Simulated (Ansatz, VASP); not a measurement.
CuO in VASP and in Ansatz

```
Cu O
1.0
     2.58346    0.00000    0.00000
     0.00000    2.58346    0.00000
     0.00000    0.00000    2.58346
Cu O
1 1
Cartesian
  0.0000 0.0000 0.0000
  1.2917 1.2917 1.2917
```

Change from the starting cell: volume scaled by 0.9405, PAW files.

Alike in both runs: task electric field gradients; functional PBE; k mesh 12 × 12 × 12; occupations fermi-dirac, width 0.08 eV; no spin polarisation.

|  | VASP | Ansatz |
| --- | --- | --- |
| version | VASP 6.6.1 | Ansatz 0.2.0 |
| potentials or method | VASP PAW PBE potentials, release 64 (Cu, O) | PAW with Ansatz's default frozen-core files, scalar-relativistic |
| plane-wave cutoff (eV) | 520 | 420 |
| valence electrons in the cell | 17 | 25 |

Ansatz gave:

| Property | Result |
| --- | --- |
| pressure (GPa) | 12.2 |

Which values does VASP return?

Pressure (GPa): 12.3.

VASP's potentials hold 17 valence electrons a cell and Ansatz's 25, so a difference there can come from the potentials and not from the codes.
